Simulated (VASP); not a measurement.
MgO (Periclase), 2 atoms in the cell. It takes space group Fm-3m (No. 225, cubic). The conventional cell has a = 4.089 Å, b = 4.089 Å, c = 4.089 Å, α = 90.00°, β = 90.00°, γ = 90.00°. Mg (site symmetry m-3m) has 6 O at 2.04 Å within 2.7 Å. Within 2.7 Å of O (site symmetry m-3m) lie 6 Mg at 2.04 Å. 

```yaml
Program: VASP 6.6.1
Task: single point
Functional: PBE
Potentials_or_basis: VASP PAW PBE potentials, release 64 (Mg, O)
Cutoff: 600 eV
k_mesh: 10 × 10 × 10
Occupations: gaussian, width 0.01 eV
Spin: no spin polarisation
Dipole_correction: no
Further_INCAR_settings: ALGO = Normal; EDIFF = 1e-06; NBANDS = 11
```

Potentials or basis: VASP PAW PBE potentials, release 64 (Mg, O).

Launch:

```console
$ cat potpaw_PBE.64/Mg/POTCAR potpaw_PBE.64/O/POTCAR > POTCAR
$ mpirun -np 1 vasp_std > vasp.out
```

Hardware: 1 thread of Intel(R) Xeon(R) Platinum 8488C (Sapphire Rapids), on a shared host.

Problem. Estimate the wall time of this run.

Solution. Run time: 8.9 s on 1 thread of Intel(R) Xeon(R) Platinum 8488C (Sapphire Rapids) (shared host), peak memory 0.14 GiB. Counts: scf iterations 11, k points 47.
